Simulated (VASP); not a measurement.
Write the native input for VASP 6.6.1 that does the following.

| Item | Value |
| --- | --- |
| Task | single point |
| Functional | PBEsol |
| Potentials or basis | VASP PAW PBE potentials, release 64 (Ta_pv, O) |
| Cutoff | 520 eV |
| k mesh | 10 × 10 × 4 |
| Occupations | gaussian, width 0.1 eV |
| Spin | no spin polarisation |
| Dipole correction | no |
| Further INCAR settings | ALGO = Normal; EDIFF = 1e-06; NBANDS = 33 |

The structure of Ta4O lies in POSCAR:

```
Ta4O
1.0
    3.2574970000      0.0000000000      0.0000000000
    0.0000000000      3.2574970000      0.0000000000
    0.0000000000      0.0000000000      7.4093410000
Ta O
4 1
Direct
    0.0000000000      0.0000000000      0.5000000000
    0.5000000000      0.5000000000      0.7831580000
    0.5000000000      0.5000000000      0.2168420000
    0.0000000000      0.0000000000      0.0000000000
    0.5000000000      0.5000000000      0.5000000000
```

These files were run (other wordings do the same):

INCAR

```
SYSTEM = Ta4O
ALGO     = Normal         ! electronic algorithm
EDIFF    = 1E-6           ! SCF threshold, eV
ENCUT    = 520            ! plane-wave cutoff, eV
GGA      = PS             ! functional
ISIF     = 2              ! what is computed and relaxed
ISMEAR   = 0              ! smearing method
LASPH    = .True.         ! aspherical terms in the spheres
LCHARG   = .False.        ! write CHGCAR
LREAL    = .False.        ! projectors in reciprocal space
LWAVE    = .False.        ! write WAVECAR
NBANDS   = 33             ! bands
NELM     = 60             ! most SCF steps
PREC     = Accurate       ! precision mode
SIGMA    = 0.1            ! smearing width, eV
```

KPOINTS

```
k-points
0
Gamma
  10 10 4
  0 0 0
```

Potentials or basis: VASP PAW PBE potentials, release 64 (Ta_pv, O).

Run with:

```sh
$ cat potpaw_PBE.64/Ta_pv/POTCAR potpaw_PBE.64/O/POTCAR > POTCAR
$ mpirun -np 1 vasp_std > vasp.out
```

It gave:

```
Pressure               : -7.9 GPa
Largest force          : 0.058 eV/Å
Band gap on the k mesh : zero (band 25 reaches 6.69 eV, above the bottom of band 26 at 5.82 eV)
```

Caveat: the PAW data sets were made with another functional, which shifts forces and pressure a little; spin-orbit coupling is left out, which moves the levels of the heavy elements.

Run time: 3.3 min on 1 thread of AMD EPYC 7R43 64-Core Processor (Zen 3) (shared host), peak memory 0.22 GiB.
